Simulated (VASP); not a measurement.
# MoS2 (P-3m1) in VASP: further runs

Aim: see how the results for MoS2 move with the level of theory and the settings. Levels: PBEsol, PBE. Tasks: vibrations by perturbation theory.

Everything below comes from runs of VASP 6.6.1. Logs are shortened: lines on timing, memory, paths and dates and some standing lists are left out, and cuts for length are marked.

## 1. The cell of the first run

Symmetry: P-3m1, No. 164, trigonal system. The conventional cell has a = 3.227 Å, b = 3.227 Å, c = 6.312 Å, α = 90.00°, β = 90.00°, γ = 120.00°. Mo (site symmetry -3m) has 6 S at 2.42 Å within 3.2 Å. Within 3.2 Å of S (site symmetry 3m) lie 3 Mo at 2.42 Å.

## 2. Vibrations by perturbation theory, PBEsol

Input file INCAR:

```
SYSTEM = MoS2
PREC     = Accurate       ! precision mode
ENCUT    = 520            ! plane-wave cutoff, eV
EDIFF    = 1E-8           ! SCF threshold, eV
ISMEAR   = -1             ! smearing method
SIGMA    = 0.05           ! smearing width, eV
LREAL    = .FALSE.        ! projectors in reciprocal space
LASPH    = .TRUE.         ! aspherical terms in the spheres
NELM     = 80             ! most SCF steps
ALGO     = Normal         ! electronic algorithm
ISIF     = 2              ! what is computed and relaxed
LWAVE    = .FALSE.        ! write WAVECAR
LCHARG   = .TRUE.         ! write CHGCAR
GGA      = PS             ! functional
NBANDS   = 20             ! bands
IBRION   = 8              ! ionic algorithm
NSW      = 1              ! ionic steps
```

Input file KPOINTS:

```
regular mesh
0
G
  7 7 3
  0 0 0
```

Input file POSCAR:

```
MoS2
1.0
    3.2274645616      0.0000000000      0.0000000000
   -1.6137322808      2.7950663001      0.0000000000
    0.0000000000      0.0000000000      6.3124734200
Mo S
1 2
Direct
    0.0000000000      0.0000000000      0.5000000000
    0.6666666667      0.3333333333      0.7446806800
    0.3333333333      0.6666666667      0.2553193200
```

Potentials or basis: VASP PAW PBE potentials, release 64 (Mo_sv, S).

Launch:

```
$ cat potpaw_PBE.64/Mo_sv/POTCAR potpaw_PBE.64/S/POTCAR > POTCAR
$ mpirun -np 1 vasp_std > vasp.out
```

OUTCAR:

```text
SYSTEM = MoS2
   PREC = Accurate
   ENCUT = 520
   EDIFF = 1E-8
   ISMEAR = -1
   LREAL = .FALSE.
   LASPH = .TRUE.
   NELM = 80
   ISIF = 2
   GGA = PS
   IBRION = 8
   NSW = 1

 ion  position               nearest neighbor table
   1  0.000  0.000  0.500-   2 2.42   3 2.42   3 2.42   2 2.42   2 2.42   3 2.42
   2  0.667  0.333  0.745-   1 2.42   1 2.42   1 2.42
   3  0.333  0.667  0.255-   1 2.42   1 2.42   1 2.42

  LATTYP: Found a hexagonal cell.
 ALAT       =     3.2274645616
 C/A-ratio  =     1.9558614199

  Lattice vectors:

 A1 = (   3.2274645616,   0.0000000000,   0.0000000000)
 A2 = (  -1.6137322808,   2.7950663001,   0.0000000000)
 A3 = (   0.0000000000,   0.0000000000,   6.3124734200)

Analysis of symmetry for initial positions (statically):
=====================================================================
 Subroutine PRICEL returns:
 Original cell was already a primitive cell.

 Routine SETGRP: Setting up the symmetry group for a
 hexagonal supercell.

 Subroutine GETGRP returns: Found 12 space group operations
 (whereof 12 operations were pure point group operations)
 out of a pool of 24 trial point group operations.

The static configuration has the point symmetry D_3d.

Analysis of symmetry for dynamics (positions and initial velocities):
=====================================================================
 Subroutine PRICEL returns:
 Original cell was already a primitive cell.

 Routine SETGRP: Setting up the symmetry group for a
 hexagonal supercell.

 Subroutine GETGRP returns: Found 12 space group operations
 (whereof 12 operations were pure point group operations)
 out of a pool of 24 trial point group operations.

The dynamic configuration has the point symmetry D_3d.

 Subroutine INISYM returns: Found 12 space group operations
 (whereof 12 operations are pure point group operations),
 and found     1 'primitive' translations

----------------------------------------------------------------------------------------

                                     Primitive cell

  volume of cell :      56.9447

  direct lattice vectors                    reciprocal lattice vectors
     3.227464562  0.000000000  0.000000000     0.309840737  0.178886633  0.000000000
    -1.613732281  2.795066300  0.000000000     0.000000000  0.357773266  0.000000000
     0.000000000  0.000000000  6.312473420     0.000000000  0.000000000  0.158416509

  length of vectors
     3.227464562  3.227464562  6.312473420     0.357773266  0.357773266  0.158416509

  position of ions in fractional coordinates (direct lattice)
     0.000000000  0.000000000  0.500000000
     0.666666667  0.333333333  0.744680680
     0.333333333  0.666666667  0.255319320

  ion indices of the primitive-cell ions
   primitive index   ion index
                 1           1
                 2           2
                 3           3

----------------------------------------------------------------------------------------

[... 88 lines left out ...]
   LORBIT       =      0    0 simple, 1 ext, 2 COOP (PROOUT), +10 PAW based schemes
   GGA     = PS    functional components
   LHFCALC =     F    Hartree Fock is set to
   AEXX    =    0.0000 exact exchange contribution
   IVDW    =     0    specifies the selected vdW correction
   LEPSILON=     F    determine dielectric tensor
   LRPA    =     F    only Hartree local field effects (RPA)
 non-spin polarized calculation
  energy-cutoff  :      520.00
  volume of cell :       56.94
 maximum number of plane-waves:      1556
   NGX = 13   NGY = 13   NGZ = 23

--------------------------------------- Ionic step        1  -------------------------------------------

 number of electron      26.0000001 magnetization

 Free energy of the ion-electron system (eV)
  ---------------------------------------------------
  ext. energy  EPLUGINS =         0.00000000
  ---------------------------------------------------
  free energy    TOTEN  =       -22.57054804 eV

  energy without entropy =      -22.55463681  energy(sigma->0) =      -22.56259242

 E-fermi :   6.9243     XC(G=0): -10.6242

 val. band max:        6.9026895576   @ k =   0.1429   0.0000   0.0000
 cond. band min:       6.9413230020   @ k =   0.2857   0.2857   0.3333
 fundamental gap:      0.0386334443
 Fermi energy:         6.9242631632

 k-point     1 :       0.0000    0.0000    0.0000
  band No.  band energies     occupation
      1     -54.8729      2.00000
      2     -28.9326      2.00000
      3     -28.9061      2.00000
      4     -28.9061      2.00000
      5      -7.9813      2.00000
      6      -6.5160      2.00000
[... 449 lines left out ...]
     19      14.2058      0.00000
     20      15.1864      0.00000

------------------------ aborting loop because EDIFF is reached ----------------------------------------

  FORCE on cell =-STRESS in cart. coord.  units (eV):
  Direction    XX          YY          ZZ          XY          YZ          ZX
  --------------------------------------------------------------------------------------
  -------------------------------------------------------------------------------------
  Total       -1.5475234     -1.5475234     -0.3303611      0.0000000      0.0000000      0.0000000
  in kB      -43.5406232    -43.5406232     -9.2949337      0.0000000      0.0000000      0.0000000
  external PRESSURE =     -32.1253933 kB  Pullay stress =       0.0000000 kB

 VOLUME and BASIS-vectors are now :
 -----------------------------------------------------------------------------
  energy-cutoff  :      520.00
  volume of cell :       56.94
      direct lattice vectors                 reciprocal lattice vectors
     3.227464562  0.000000000  0.000000000     0.309840737  0.178886633  0.000000000
    -1.613732281  2.795066300  0.000000000     0.000000000  0.357773266  0.000000000
     0.000000000  0.000000000  6.312473420     0.000000000  0.000000000  0.158416509

 POSITION                                       TOTAL-FORCE (eV/Angst)
 -----------------------------------------------------------------------------------
      0.00000      0.00000      3.15624         0.000000      0.000000      0.000000
      1.61373      0.93169      4.70078         0.000000     -0.000000      0.004763
     -0.00000      1.86338      1.61170        -0.000000      0.000000     -0.004763
 -----------------------------------------------------------------------------------
    total drift:                                0.000000     -0.000000      0.000000

  FREE ENERGIE OF THE ION-ELECTRON SYSTEM (eV)
  ---------------------------------------------------
  free  energy   TOTEN  =       -22.5705480369 eV

  energy  without entropy=      -22.5546368098  energy(sigma->0) =      -22.56259242

[... ionic steps 2 to 3 ...]

--------------------------------------- Ionic step        4  -------------------------------------------

------------------------ aborting loop because EDIFF is reached ----------------------------------------
[... 11 lines left out ...]
[... ionic steps 8 to 8 ...]

--------------------------------------- Ionic step        9  -------------------------------------------

 Free energy of the ion-electron system (eV)
  ---------------------------------------------------
  ---------------------------------------------------
  free energy    TOTEN  =        -0.13233906 eV

  energy without entropy =       -0.13233829

------------------------ aborting loop because EDIFF is reached ----------------------------------------

 INTERNAL STRAIN TENSOR  FOR ION    2  DIRECTION 3   (eV/Angst):
 -----------------------------------------------------------------------------
   -11.82822  0.00000  0.00000
     0.00000-11.82822  0.00000
     0.00000 -0.00000-23.38026

 INTERNAL STRAIN TENSOR FOR ION    3 for displacements in x,y,z  (eV/Angst):
          X           Y           Z          XY          YZ          ZX
  --------------------------------------------------------------------------------
  x     0.00000     0.00000     0.00000     4.28647     0.00000    10.90422
  y     4.28647    -4.28647     0.00000     0.00000    12.44761     0.00000
  z    11.82822    11.82822    23.38026    -0.00000     0.00000     0.00000

 SECOND DERIVATIVES (NOT SYMMETRIZED)
 ------------------------------------
               1X          1Y          1Z          2X          2Y          2Z          3X          3Y          3Z
  1X    -7.098470    0.000000    0.000000    3.549235    0.000000    0.000000    3.549235    0.000000    0.000000
  1Y     0.000000   -7.098470    0.000000    0.000000    3.549235    0.000000    0.000000    3.549235    0.000000
  1Z    -0.000000    0.000000  -22.670479    0.000000    0.000000   11.335240    0.000000    0.000000   11.335240
  2X     3.561209    0.000000    0.000000   -5.644426    0.000000    0.000000    2.083217    0.000000    0.000000
  2Y     0.000000    3.561209    0.000000    0.000000   -5.644426    0.000000    0.000000    2.083217    0.000000
  2Z     0.000000    0.000000   11.367843    0.000000   -0.000000  -13.353775    0.000000    0.000000    1.985932
  3X     3.561209    0.000000    0.000000    2.083217    0.000000    0.000000   -5.644426    0.000000    0.000000
  3Y     0.000000    3.561209    0.000000    0.000000    2.083217    0.000000    0.000000   -5.644426    0.000000
  3Z     0.000000    0.000000   11.367843    0.000000    0.000000    1.985932    0.000000   -0.000000  -13.353775

 Eigenvectors and eigenvalues of the dynamical matrix
 ----------------------------------------------------

   1 f  =   12.016435 THz    75.501487 2PiTHz  400.825124 cm-1    49.695959 meV
             X         Y         Z           dx          dy          dz
      0.000000  0.000000  3.156237    -0.000000   -0.000000   -0.632420
      1.613732  0.931689  4.700777    -0.000000   -0.000000    0.547743
     -0.000000  1.863378  1.611696     0.000000    0.000000    0.547743
[... 43 lines left out ...]
   9 f/i=    0.008454 THz     0.053116 2PiTHz    0.281987 cm-1     0.034962 meV
             X         Y         Z           dx          dy          dz
      0.000000  0.000000  3.156237    -0.000000    0.000000    0.774626
      1.613732  0.931689  4.700777    -0.000000    0.000000    0.447189
     -0.000000  1.863378  1.611696    -0.000000    0.000000    0.447189

--------------------------------------------------------------------------------------------------------

 ELASTIC MODULI CONTR FROM IONIC RELAXATION (kBar)
 Direction    XX          YY          ZZ          XY          YZ          ZX
 --------------------------------------------------------------------------------
 XX        -647.0217   -379.4318  -1014.4699     -0.0000   -388.5313     -0.0000
 YY        -379.4318   -647.0217  -1014.4699      0.0000    388.5313      0.0000
 ZZ       -1014.4699  -1014.4699  -2005.2526      0.0000      0.0000      0.0000
 XY          -0.0000      0.0000      0.0000   -133.7950     -0.0000   -340.3570
 YZ        -388.5313    388.5313      0.0000     -0.0000  -1128.2679     -0.0000
 ZX          -0.0000      0.0000      0.0000   -340.3570     -0.0000   -865.8242
 --------------------------------------------------------------------------------
```

Run time: 2.9 min. Hardware: 1 thread of Intel Xeon Platinum 8559C (Emerald Rapids), shared host; peak memory 0.31 GiB.

Results:

| Property | Result |
| --- | --- |
| Highest phonon frequency at Γ, LO-TO splitting left out | 401 cm⁻¹ |

Phonon frequencies in cm⁻¹ (negative: imaginary):
```tsv
q point	frequencies
(0.000, 0.000, 0.000)	0 0 0 224 224 256 256 361 401
```

Caveat: the cell wasn't relaxed at this level first, which shifts response properties; the PAW data sets were made with another functional, which shifts forces and pressure a little; this functional lacks dispersion, which binds the layers, so the pressure and a relaxed spacing across them are unreliable.

[end of part 1 of 3]
